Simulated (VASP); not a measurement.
Write the native input for VASP 6.6.1 that does the following.

```yaml
Task: single point
Functional: PBEsol
Potentials_or_basis: VASP PAW PBE potentials, release 64 (Rh_pv)
Cutoff: 520 eV
k_mesh: 18 × 18 × 12
Occupations: gaussian, width 0.15 eV
Spin: no spin polarisation
Dipole_correction: no
Further_INCAR_settings: ALGO = Fast; EDIFF = 1e-06; NBANDS = 22
```

The structure of Rh lies in POSCAR:

```
Rh
1.0
    2.7309790422      0.0000000000      0.0000000000
   -1.3654895211      2.3650972278      0.0000000000
    0.0000000000      0.0000000000      4.3620616650
Rh
2
Direct
    0.6666666667      0.3333333333      0.7500000000
    0.3333333333      0.6666666667      0.2500000000
```

This isn't the form of Rh at room conditions, which is fcc.

This cell differs from its parent crystal: strain +0.000 along x and y, -0.015 along z.

The input as run:

INCAR

```
SYSTEM = Rh
PREC = Accurate
ENCUT = 520
EDIFF = 1E-6
ISMEAR = 0
SIGMA = 0.15
LREAL = .False.
LASPH = .True.
NELM = 60
ALGO = Fast
ISIF = 2
LWAVE = .False.
LCHARG = .False.
GGA = PS
NBANDS = 22
```

KPOINTS

```
regular mesh
0
Gamma
  18 18 12
  0 0 0
```

Potentials or basis: VASP PAW PBE potentials, release 64 (Rh_pv).

The run is started by

```sh
$ cat potpaw_PBE.64/Rh_pv/POTCAR > POTCAR
$ mpirun -np 1 vasp_std > vasp.out
```

It gave:

```yaml
Pressure: -10.2 GPa
Band_gap_on_the_k_mesh: zero (bands 15 and 16 overlap by 2.36 eV)
```

Caveat: the cell differs from its parent crystal (strain +0.000 along x and y, -0.015 along z); the cell stands under tension; the PAW data sets were made with another functional, which shifts forces and pressure a little.

Wall time 64 s on 1 thread of AMD EPYC 9R45 96-Core Processor (Zen 5), with other jobs on the host, peak memory 0.2 GiB.
